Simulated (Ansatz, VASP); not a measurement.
**One calculation of Zr2PbO, two programs**

```xyz
4
Lattice="2.1773 1.2571 4.7774 -2.1773 1.2571 4.7774 0.0000 -2.5141 4.7774" Properties=species:S:1:pos:R:3 pbc="T T T"
Zr    0.0000    0.0000    5.5098
Zr    0.0000    0.0000    8.8224
Pb    0.0000    0.0000    0.0000
O     0.0000    0.0000    7.1661
```

Alike in both runs: task single point; functional PBE; k mesh 6 × 6 × 6; occupations gaussian, width 0.1 eV; no spin polarisation.

|  | VASP | Ansatz |
| --- | --- | --- |
| version | VASP 6.6.1 | Ansatz 0.2.0 |
| potentials or method | VASP PAW PBE potentials, release 64 (Zr_sv, Pb_d, O), cutoff 520 eV | scalar-relativistic, plane waves, PAW |
| valence electrons in the cell | 44 | 44 |

Ansatz gave:

```
gap on the k mesh at the Fermi level (eV) : none
rms of the force components (eV/Å)        : 3.399
```

Problem. What did VASP give for the same quantities?

Solution. gap on the k mesh at the Fermi level (eV): none; rms of the force components (eV/Å): 3.563.

Atom by atom the forces differ by 0.165 eV/Å (rms over components). A gap of «none» marks a metal or a gap that the smearing closes. The functional is the same, so the differences come from potentials, cutoffs and numerics.

Neither program's run includes spin-orbit coupling.
